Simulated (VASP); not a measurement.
# Ta: single point with LDA

The system is Ta.

```
CELL_PARAMETERS angstrom
-1.62767 1.62767 1.62767
1.62767 -1.62767 1.62767
1.62767 1.62767 -1.62767
ATOMIC_POSITIONS crystal
Ta 0.00000 0.00000 0.00000
```

```yaml
Program: VASP 6.6.1
Task: single point
Functional: LDA
Potentials_or_basis: VASP PAW LDA potentials, release 64 (Ta_sv_GW)
Cutoff: 500 eV
k_mesh: 4 × 4 × 4
Occupations: fermi-dirac, width 0.1 eV
Spin: no spin polarisation
```

The pressure is 0.6 GPa and the band gap on the k mesh is zero (an odd number of electrons rules out a gap without spin polarisation).

Levels at points of the mesh, in eV from the Fermi level:
```tsv
k point	band 4	band 5	band 6	band 7	band 8	band 9
(0.00, 0.00, 0.00)	-32.69	-7.90	0.73	0.73	0.73	4.15
(0.50, 0.00, 0.00)	-32.70	-4.48	-1.64	2.06	4.06	5.12
(0.50, 0.50, 0.50)	-33.64	-3.99	-3.99	7.19	7.19	7.19
```

Wall time 3.7 s on 1 thread of Intel(R) Xeon(R) Platinum 8375C CPU @ 2.90GHz (Ice Lake) (shared host), peak memory 0.13 GiB.

Caveat: the k points lie up to 0.68 Å⁻¹ apart, too coarse for converged energies and pressures of a metal; spin-orbit coupling is left out, which moves the levels of the heavy elements.
